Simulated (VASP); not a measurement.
## KZnI3: relaxation of cell and atoms with PBE

The system is KZnI3.

```xyz
5
Lattice="5.3500 0.0000 0.0000 -2.6750 4.6332 0.0000 0.0000 0.0000 8.7182" Properties=species:S:1:pos:R:3 pbc="T T T"
K     0.0000    0.0000    4.3591
Zn    0.0000    0.0000    0.0000
I     2.6750    0.0000    4.3591
I    -1.3375    2.3166    4.3591
I     1.3375    2.3166    4.3591
```

The cell was generated, and may not be a known phase.

* Program: VASP 6.6.1
* Task: relaxation of cell and atoms
* Functional: PBE
* Potentials or basis: VASP PAW PBE potentials, release 64 (K_sv, Zn, I)
* Cutoff: 600 eV
* k mesh: 3 × 3 × 2
* Occupations: gaussian, width 0.15 eV
* Spin: no spin polarisation
* Dipole correction: no
* Further INCAR settings: ALGO = Normal; EDIFF = 1e-07; IBRION = 2; EDIFFG = -0.08; NSW = 36; ISIF = 3

| Quantity | Value |
| --- | --- |
| Relaxed volume | 73.48 Å³/atom |
| Relaxed cell | a = 6.981 Å, b = 6.981 Å, c = 8.705 Å, α = 90.00°, β = 90.00°, γ = 120.00° |
| Space group after relaxing (to 0.1 Å) | P6/mmm (No. 191) |
| Energy gained by relaxing | 2249.3 meV/atom |
| Ionic steps | 5 |
| Pressure after relaxing | -0.1 GPa |
| Band gap on the k mesh | zero (bands 21 and 22 overlap by 1.00 eV) |

The path:
```csv
step,energy change (eV),largest force (eV/Å),pressure (GPa),volume (Å³)
1,0.0000,0.0000,29.10,216.10
2,-9.8672,0.0000,-1.12,530.82
3,-11.2277,0.0000,0.35,354.32
4,-11.2081,0.0000,-0.45,384.03
5,-11.2467,0.0000,-0.07,367.40
```

Final structure:
```xyz
5
Lattice="6.9809 0.0000 0.0000 -3.4905 6.0457 0.0000 0.0000 0.0000 8.7052" Properties=species:S:1:pos:R:3 pbc="T T T"
K     0.0000    0.0000    4.3526
Zn    0.0000    0.0000    0.0000
I     3.4905    0.0000    4.3526
I    -1.7452    3.0228    4.3526
I     1.7452    3.0228    4.3526
```

Levels at points of the mesh, in eV from the Fermi level:
| k point | band 19 | band 20 | band 21 | band 22 | band 23 | band 24 |
| --- | --- | --- | --- | --- | --- | --- |
| (0.00, 0.00, 0.00) | -0.93 | 0.04 | 0.90 | 0.90 | 3.66 | 3.92 |
| (0.00, 0.00, 0.50) | -0.93 | 0.04 | 0.90 | 0.90 | 2.78 | 4.10 |

Wall time 8 min on 1 thread of Intel(R) Xeon(R) Platinum 8259CL CPU @ 2.50GHz (Skylake/Cascade Lake) (shared host), peak memory 0.46 GiB.

Caveat: the k points lie up to 0.36 Å⁻¹ apart in the final cell, too coarse for converged energies and pressures of a metal; the volume moved by over 15 % at a fixed basis, so the end points are rough; spin-orbit coupling is left out, which moves the levels of the heavy elements.
